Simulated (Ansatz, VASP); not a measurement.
Hg in VASP and in Ansatz

```
CELL_PARAMETERS angstrom
3.19350 0.00000 0.00000
-1.59675 2.76565 0.00000
0.00000 0.00000 4.87340
ATOMIC_POSITIONS crystal
Hg 0.66667 0.33333 0.75000
Hg 0.33333 0.66667 0.25000
```

Alike in both runs: task single point; functional PBEsol; dispersion D3(BJ); k mesh 18 × 18 × 10; occupations gaussian, width 0.15 eV; no spin polarisation.

```csv
,VASP,Ansatz
version,VASP 6.6.1,Ansatz 0.2.0
potentials or method,"VASP PAW PBE potentials, release 64 (Hg), cutoff 520 eV","scalar-relativistic, plane waves, PAW"
valence electrons in the cell,24,40
```

Ansatz gave:

- gap on the k mesh at the Fermi level (eV): none
- pressure (GPa): 1.0
- traceless stress, the component that is largest in VASP (GPa): 0.19

Question: Which values does VASP return?

Answer: gap on the k mesh at the Fermi level (eV): none; pressure (GPa): 1.6; traceless stress, the component that is largest in VASP (GPa): 0.29.

VASP's potentials were made for PBE, not for PBEsol. A gap of «none» marks a metal or a gap that the smearing closes. VASP's potentials hold 24 valence electrons a cell and Ansatz's 40, so a difference there can come from the potentials and not from the codes.

Spin-orbit coupling is off throughout.
